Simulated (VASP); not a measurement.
Crystal: Ti.

```
Ti
1.0
    -1.64100    1.64100    1.64100
     1.64100   -1.64100    1.64100
     1.64100    1.64100   -1.64100
Ti
1
Direct
  0.00000 0.00000 0.00000
```

This isn't the form of Ti at room conditions, which is hcp.

Base run:

| Property | Result |
| --- | --- |
| Program | VASP 6.6.1 |
| Functional | r2SCAN |
| Potentials or basis | VASP PAW PBE potentials, release 64 (Ti_sv) |
| Cutoff | 520 eV |
| k mesh | 16 × 16 × 16 |
| Occupations | fermi-dirac, width 0.05 eV |
| Spin | collinear spin |
| Starting moments | [0.95] μB |
| Fixed moment | 0.95 μB |

Its results: pressure -0.4 GPa; site moments Ti +0.68 μB.

Q: The run is repeated on the same cell with these changes: fixed moment from 0.95 μB to 1.55 μB; moments at the start from [0.95] to [1.55]. What comes out?

A: Pressure 2.4 GPa; site moments Ti +1.09 μB.

Caveats: the PAW data sets were made with another functional, which shifts forces and pressure a little; the total moment is fixed, so each spin has its own Fermi level and the state may be an excited one.
